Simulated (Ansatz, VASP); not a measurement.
ZrB2: VASP beside Ansatz

```
Zr B
1.0
     1.99048    1.14920    5.36357
    -1.99048    1.14920    5.36357
     0.00000   -2.29841    5.36357
Zr B
2 4
Direct
  0.24497 0.24497 0.24497
  0.75503 0.75503 0.75503
  0.50000 0.50000 0.50000
  0.00000 0.00000 0.00000
  0.10054 0.10054 0.10054
  0.89946 0.89946 0.89946
```

Alike in both runs: functional PBE; k mesh 12 × 12 × 12; occupations gaussian, width 0.1 eV; no spin polarisation.

Ansatz relaxed the structure, and its values are those at the end. VASP's run is a single point on that final structure, the one shown.

|  | VASP | Ansatz |
| --- | --- | --- |
| version | VASP 6.6.1 | Ansatz 0.2.0 |
| potentials or method | VASP PAW PBE potentials, release 64 (Zr_sv, B), cutoff 520 eV | scalar-relativistic, plane waves, PAW |
| valence electrons in the cell | 36 | 36 |

VASP gave:

| Item | Value |
| --- | --- |
| gap on the k mesh at the Fermi level (eV) | none |
| pressure (GPa) | 0.1 |
| rms of the force components (eV/Å) | 0.004 |

Problem. What did Ansatz give for the same quantities?

Solution. gap on the k mesh at the Fermi level (eV): none; pressure (GPa): 0.0; rms of the force components (eV/Å): 0.002.

A gap of «none» marks a metal or a gap that the smearing closes. The functional is the same, so the differences come from potentials, cutoffs and numerics.
